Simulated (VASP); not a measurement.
Runs of VASP 6.6.1 on ZnS (Wurtzite-2H). The structure is that of space group P6_3mc (No. 186), or close to it. The cells are those of the table. 

```csv
task,cell,cutoff (eV),gap on the mesh (eV),pressure (GPa)
relaxation of shape and atoms at fixed volume,"relaxed from a = 3.729, b = 3.729, c = 6.119 Å, angles 90.0, 90.0, 120.0°, 4 atoms",600,3.08,5.5
single point,"a = 3.844, b = 3.844, c = 6.308 Å, angles 90.0, 90.0, 120.0°, 4 atoms",520,(b),-2.2
single point,"a = 3.726, b = 3.726, c = 6.129 Å, angles 90.0, 90.0, 120.0°, 4 atoms",520,3.08,5.6
single point,"a = 3.768, b = 3.768, c = 6.183 Å, angles 90.0, 90.0, 120.0°, 4 atoms",520,2.93,2.6
single point,"a = 3.806, b = 3.806, c = 6.246 Å, angles 90.0, 90.0, 120.0°, 4 atoms",520,2.79,(a)
```

Alike in all rows: level r2SCAN; potentials or basis VASP PAW PBE potentials, release 64 (Zn, S); no spin polarisation; k mesh 9 × 9 × 4; smearing gaussian 0.02 eV.

Problem. Fill in the values left out.

Solution. (a) 0.0; (b) 2.64.

Caveats: the PAW data sets were made with another functional, which shifts forces and pressure a little.

